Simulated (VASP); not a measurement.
# PbF2 (I4/mmm) in VASP: single point with PBEsol

Aim: the single point of PbF2 with PBEsol.

Program: VASP 6.6.1. These are calculated values, not measurements. Logs are shortened: lines on timing, memory, paths and dates and some standing lists are left out, and cuts for length are marked.

**1. The cell of the first run**

It takes space group I4/mmm (No. 139, tetragonal). Conventional cell: a = 4.132 Å, b = 4.132 Å, c = 6.136 Å, α = 90.00°, β = 90.00°, γ = 90.00°. Pb (site symmetry 4/mmm) has 8 F at 2.57 Å within 3.4 Å. F (site symmetry -4m2) has 4 Pb at 2.57 Å and 6 F at 2.92 to 3.07 Å within 3.4 Å.

**2. Single point, PBEsol**

INCAR reads:

```
SYSTEM = PbF2
  ALGO = Normal
  EDIFF = 1E-6
  ENCUT = 520
  GGA = PS
  ISIF = 2
  ISMEAR = 0
  LASPH = .True.
  LCHARG = .True.
  LELF = .True.
  LREAL = .False.
  LVHAR = .True.
  LWAVE = .False.
  NBANDS = 21
  NELM = 100
  PREC = Accurate
  SIGMA = 0.05
```

KPOINTS reads:

```
k-points
0
Gamma
  8 8 8
  0 0 0
```

POSCAR reads:

```
PbF2
1.0
    0.0000000000      2.9219408158      3.0680378566
    2.9219408158      0.0000000000      3.0680378566
    2.9219408158      2.9219408158      0.0000000000
Pb F
1 2
Direct
    0.0000000000      0.0000000000      0.0000000000
    0.2500000000      0.2500000000      0.2500000000
    0.7500000000      0.7500000000      0.7500000000
```

Potentials or basis: VASP PAW PBE potentials, release 64 (Pb_d, F).

Command:

```bash
cat potpaw_PBE.64/Pb_d/POTCAR potpaw_PBE.64/F/POTCAR > POTCAR
mpirun -np 1 vasp_std > vasp.out
```

OUTCAR:

```text
SYSTEM = PbF2
   EDIFF = 1E-6
   ENCUT = 520
   GGA = PS
   ISIF = 2
   ISMEAR = 0
   LASPH = .True.
   LREAL = .False.
   NELM = 100
   PREC = Accurate

 ion  position               nearest neighbor table
   1  0.000  0.000  0.000-   3 2.57   3 2.57   3 2.57   2 2.57   3 2.57   2 2.57   2 2.57   2 2.57

   2  0.250  0.250  0.250-   1 2.57   1 2.57   1 2.57   1 2.57
   3  0.750  0.750  0.750-   1 2.57   1 2.57   1 2.57   1 2.57

  LATTYP: Found a body centered tetragonal cell.
 ALAT       =     4.1322483302
 C/A-ratio  =     1.4849242405

  Lattice vectors:

 A1 = (  -2.9219408158,   0.0000000000,   3.0680378566)
 A2 = (   2.9219408158,   0.0000000000,   3.0680378566)
 A3 = (   0.0000000000,   2.9219408158,  -3.0680378566)

Analysis of symmetry for initial positions (statically):
=====================================================================
 Subroutine PRICEL returns:
 Original cell was already a primitive cell.

 Routine SETGRP: Setting up the symmetry group for a
 body centered tetragonal supercell.

 Subroutine GETGRP returns: Found 16 space group operations
 (whereof 16 operations were pure point group operations)
 out of a pool of 16 trial point group operations.

The static configuration has the point symmetry D_4h.

Analysis of symmetry for dynamics (positions and initial velocities):
=====================================================================
 Subroutine PRICEL returns:
 Original cell was already a primitive cell.

 Routine SETGRP: Setting up the symmetry group for a
 body centered tetragonal supercell.

 Subroutine GETGRP returns: Found 16 space group operations
 (whereof 16 operations were pure point group operations)
 out of a pool of 16 trial point group operations.

The dynamic configuration has the point symmetry D_4h.

 Subroutine INISYM returns: Found 16 space group operations
 (whereof 16 operations are pure point group operations),
 and found     1 'primitive' translations

----------------------------------------------------------------------------------------

                                     Primitive cell

  volume of cell :      52.3882

  direct lattice vectors                    reciprocal lattice vectors
     0.000000000  2.921940816  3.068037857    -0.171119140  0.171119140  0.162970610
     2.921940816  0.000000000  3.068037857     0.171119140 -0.171119140  0.162970610
     2.921940816  2.921940816  0.000000000     0.171119140  0.171119140 -0.162970610

  length of vectors
     4.236814183  4.236814183  4.132248330     0.291758359  0.291758359  0.291758359

  position of ions in fractional coordinates (direct lattice)
     0.000000000  0.000000000  0.000000000
     0.250000000  0.250000000  0.250000000
     0.750000000  0.750000000  0.750000000

  ion indices of the primitive-cell ions
   primitive index   ion index
                 1           1
                 2           2
                 3           3

----------------------------------------------------------------------------------------

 KPOINTS: k-points

Automatic generation of k-mesh.
 Grid dimensions read from file:
 generate k-points for:    8    8    8

 Generating k-lattice:

  Cartesian coordinates                     Fractional coordinates (reciprocal lattice)
    -0.021389893  0.021389893  0.020371326     0.125000000  0.000000000  0.000000000
     0.021389893 -0.021389893  0.020371326     0.000000000  0.125000000  0.000000000
     0.021389893  0.021389893 -0.020371326     0.000000000  0.000000000  0.125000000

  Length of vectors
     0.036469795  0.036469795  0.036469795

  Shift w.r.t. Gamma in fractional coordinates (k-lattice)
     0.000000000  0.000000000  0.000000000

 Subroutine IBZKPT returns following result:
 ===========================================

 Found     59 irreducible k-points:

 Following reciprocal coordinates:
            Coordinates               Weight
  0.000000  0.000000  0.000000      1.000000
  0.125000 -0.000000  0.000000      8.000000
  0.250000 -0.000000  0.000000      8.000000
  0.375000 -0.000000  0.000000      8.000000
  0.500000 -0.000000  0.000000      4.000000
  0.125000  0.125000  0.000000      2.000000
[... 16 lines left out ...]
  0.250000 -0.000000  0.125000     16.000000
  0.375000 -0.000000  0.125000     16.000000
 [... further k-points ...]
   k-points           NKPTS =     59   k-points in BZ     NKDIM =     59   number of bands    NBANDS=     21
   number of dos      NEDOS =    301   number of ions     NIONS =      3
   total plane-waves  NPLWV =  32768
   dimension x,y,z NGX =    32 NGY =   32 NGZ =   32
   dimension x,y,z NGXF=    64 NGYF=   64 NGZF=   64
   ions per type =               1   2
   NGX,Y,Z   is equivalent  to a cutoff of  12.56, 12.56, 12.87 a.u.
   NGXF,Y,Z  is equivalent  to a cutoff of  25.11, 25.11, 25.75 a.u.
 SYSTEM =  PbF2
   PREC   = accura    normal or accurate (medium, high low for compatibility)
   ISTART =      0    job   : 0-new  1-cont  2-samecut
   ICHARG =      2    charge: 1-file 2-atom 10-const
   ISPIN  =      1    spin polarized calculation?
   LNONCOLLINEAR =      F non collinear calculations
   LSORBIT =      F    spin-orbit coupling
   LASPH  =      T    aspherical Exc in radial PAW
   ENCUT  =  520.0 eV  38.22 Ry    6.18 a.u.   7.88  7.88  7.68*2*pi/ulx,y,z
   NELM   =    100;   NELMIN=  2; NELMDL= -5     # of ELM steps
   EDIFF  = 0.1E-05   stopping-criterion for ELM
   LREAL  =      F    real-space projection
   EDIFFG = 0.1E-04   stopping-criterion for IOM
   NSW    =      0    number of steps for IOM
   IBRION =     -1    ionic relax: 0-MD 1-quasi-New 2-CG
   NFREE  =      0    steps in history (QN), initial steepest desc. (CG)
   ISIF   =      2    stress and relaxation
   ISYM   =      2    0-nonsym 1-usesym 2-fastsym
   POTIM  = 0.5000    time-step for ionic-motion
   TEBEG  =    0.0;   TEEND  =   0.0 temperature during run
   PSTRESS=    0.0 pullay stress
   NELECT =      28.0000    total number of electrons
   NUPDOWN=      -1.0000    fix difference up-down
   EMIN   =  10.00;   EMAX   =-10.00  energy-range for DOS
   EFERMI =   0.00;   METHOD = LEGACY
   ISMEAR =     0;   SIGMA  =   0.05  broadening in eV -4-tet -1-fermi 0-gaus
   EFERMI_NEDOS =   21; number of points for ismear=-14 and -15
   IALGO  =     38    algorithm
   IMIX   =      4    mixing-type and parameters
     AMIX     =   0.40;   BMIX     =  1.00
     AMIX_MAG =   1.60;   BMIX_MAG =  1.00
  volume/ion in A,a.u.               =      17.46       117.84
  Fermi-wavevector in a.u.,A,eV,Ry     =   1.328566  2.510625 24.015460  1.765086
  Thomas-Fermi vector in A             =   2.457794
   LORBIT       =      0    0 simple, 1 ext, 2 COOP (PROOUT), +10 PAW based schemes
   GGA     = PS    functional components
   LHFCALC =     F    Hartree Fock is set to
   AEXX    =    0.0000 exact exchange contribution
   IVDW    =     0    specifies the selected vdW correction
   LEPSILON=     F    determine dielectric tensor
   LRPA    =     F    only Hartree local field effects (RPA)
 non-spin polarized calculation
 Gauss-broadening in eV      SIGMA  =   0.05
  energy-cutoff  :      520.00
  volume of cell :       52.39
 maximum number of plane-waves:      1436
   NGX = 15   NGY = 15   NGZ = 15

 number of electron      28.0000006 magnetization

 Free energy of the ion-electron system (eV)
  ---------------------------------------------------
  ext. energy  EPLUGINS =         0.00000000
  ---------------------------------------------------
  free energy    TOTEN  =       -14.91765415 eV

  energy without entropy =      -14.91765415  energy(sigma->0) =      -14.91765415

 E-fermi :   2.0463     XC(G=0):  -9.6293

 val. band max:        1.7241479095   @ k =  -0.3750   0.3750   0.0000
 cond. band min:       5.8975790957   @ k =   0.5000   0.0000   0.5000
 fundamental gap:      4.1734311862
 Fermi energy:         2.0463365960

 k-point     1 :       0.0000    0.0000    0.0000
  band No.  band energies     occupation
      1     -19.2553      2.00000
      2     -18.6203      2.00000
      3     -12.7272      2.00000
      4     -12.6919      2.00000
      5     -12.6919      2.00000
      6     -12.6515      2.00000
[... 13 lines left out ...]
     20      17.1213      0.00000
     21      18.4129      0.00000

 k-point     2 :       0.1250   -0.0000    0.0000
  band No.  band energies     occupation
      1     -19.2250      2.00000
      2     -18.6485      2.00000
      3     -12.7148      2.00000
      4     -12.6860      2.00000
      5     -12.6657      2.00000
      6     -12.6520      2.00000
[... 13 lines left out ...]
     20      16.6362      0.00000
     21      18.2811      0.00000

 k-point     3 :       0.2500   -0.0000    0.0000
  band No.  band energies     occupation
      1     -19.1441      2.00000
      2     -18.7210      2.00000
      3     -12.6991      2.00000
      4     -12.6792      2.00000
      5     -12.6457      2.00000
      6     -12.6292      2.00000
[... 13 lines left out ...]
     20      15.9811      0.00000
     21      17.1739      0.00000

 k-point     4 :       0.3750   -0.0000    0.0000
  band No.  band energies     occupation
      1     -19.0402      2.00000
      2     -18.8139      2.00000
      3     -12.6930      2.00000
      4     -12.6816      2.00000
      5     -12.6300      2.00000
      6     -12.6162      2.00000
[... 13 lines left out ...]
     20      15.5857      0.00000
     21      16.1482      0.00000

 k-point     5 :       0.5000   -0.0000    0.0000
  band No.  band energies     occupation
      1     -18.9613      2.00000
      2     -18.8874      2.00000
      3     -12.6924      2.00000
      4     -12.6837      2.00000
      5     -12.6224      2.00000
      6     -12.6091      2.00000
[... 13 lines left out ...]
     20      15.4629      0.00000
     21      15.7391      0.00000
[... 382 lines left out ...]
     20      18.4549      0.00000
     21      19.0315      0.00000

 k-point    22 :       0.1250    0.0000    0.1250
  band No.  band energies     occupation
      1     -19.2124      2.00000
      2     -18.6602      2.00000
      3     -12.7123      2.00000
      4     -12.6812      2.00000
      5     -12.6557      2.00000
      6     -12.6552      2.00000
[... 13 lines left out ...]
     20      16.6383      0.00000
     21      18.4106      0.00000

 k-point    23 :       0.2500   -0.0000    0.1250
  band No.  band energies     occupation
      1     -19.1475      2.00000
      2     -18.7179      2.00000
      3     -12.6941      2.00000
      4     -12.6721      2.00000
      5     -12.6553      2.00000
      6     -12.6272      2.00000
[... 13 lines left out ...]
     20      16.3417      0.00000
     21      18.0114      0.00000

 k-point    24 :       0.3750   -0.0000    0.1250
  band No.  band energies     occupation
      1     -19.0530      2.00000
      2     -18.8010      2.00000
      3     -12.6829      2.00000
      4     -12.6747      2.00000
      5     -12.6353      2.00000
      6     -12.6162      2.00000
[... 13 lines left out ...]
     20      16.4312      0.00000
     21      17.2103      0.00000

 [... further k-points ...]
[... 5 lines left out ...]
  --------------------------------------------------------------------------------------
  -------------------------------------------------------------------------------------
  Total       -0.2940749     -0.2940749     -1.1847786      0.0000000     -0.0000000     -0.0000000
  in kB       -8.9936306     -8.9936306    -36.2338312      0.0000000     -0.0000000     -0.0000000
  external PRESSURE =     -18.0736975 kB  Pullay stress =       0.0000000 kB

 VOLUME and BASIS-vectors are now :
 -----------------------------------------------------------------------------
  energy-cutoff  :      520.00
  volume of cell :       52.39
      direct lattice vectors                 reciprocal lattice vectors
     0.000000000  2.921940816  3.068037857    -0.171119140  0.171119140  0.162970610
     2.921940816  0.000000000  3.068037857     0.171119140 -0.171119140  0.162970610
     2.921940816  2.921940816  0.000000000     0.171119140  0.171119140 -0.162970610

 POSITION                                       TOTAL-FORCE (eV/Angst)
 -----------------------------------------------------------------------------------
      0.00000      0.00000      0.00000         0.000000     -0.000000      0.000000
      1.46097      1.46097      1.53402         0.000000      0.000000     -0.000000
      4.38291      4.38291      4.60206        -0.000000      0.000000      0.000000
 -----------------------------------------------------------------------------------
    total drift:                                0.000000     -0.000000      0.000000

  FREE ENERGIE OF THE ION-ELECTRON SYSTEM (eV)
  ---------------------------------------------------
  free  energy   TOTEN  =       -14.9176541469 eV

  energy  without entropy=      -14.9176541469  energy(sigma->0) =      -14.91765415
```

Run time: 23 s. Hardware: 1 thread of Intel Xeon Platinum 8559C (Emerald Rapids), shared host; peak memory 0.21 GiB.

Results:

```yaml
Free_energy: -14.9177 eV
Pressure: -1.8 GPa
Band_gap_on_the_k_mesh: 4.17 eV, indirect (least direct gap 4.39 eV)
```

Stress tensor (GPa, compression positive):
```
-0.90  0.00  0.00
 0.00 -0.90  0.00
 0.00  0.00 -3.62
```

Caveat: the PAW data sets were made with another functional, which shifts forces and pressure a little; spin-orbit coupling is left out, which moves the levels of the heavy elements.
